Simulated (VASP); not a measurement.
Here is a VASP 6.6.1 calculation.

INCAR

```
SYSTEM = PbS
ALGO = Normal
EDIFF = 1E-6
ENCUT = 500
GGA = PE
GGA_COMPAT = .FALSE.
ISIF = 2
ISMEAR = 0
IVDW = 13
LASPH = .TRUE.
LCHARG = .FALSE.
LREAL = .FALSE.
LWAVE = .FALSE.
NBANDS = 17
NELM = 120
PREC = Accurate
SIGMA = 0.01
```

KPOINTS

```
k-points
0
G
  5 5 5
  0 0 0
```

File POSCAR:

```
PbS
1.0
    0.0000000000      2.9640633896      2.9640633896
    2.9640633896      0.0000000000      2.9640633896
    2.9640633896      2.9640633896      0.0000000000
Pb S
1 1
Direct
    0.0000000000      0.0000000000      0.0000000000
    0.5000000000      0.5000000000      0.5000000000
```

Potentials or basis: VASP PAW PBE potentials, release 64 (Pb_d, S).

Launch:

```console
$ cat potpaw_PBE.64/Pb_d/POTCAR potpaw_PBE.64/S/POTCAR > POTCAR
$ mpirun -np 1 vasp_std > vasp.out
```

Task: Predict the pressure.

Result: 0.0 GPa.

Task: What does it give for the dispersion energy per atom?

Result: -0.379 eV.
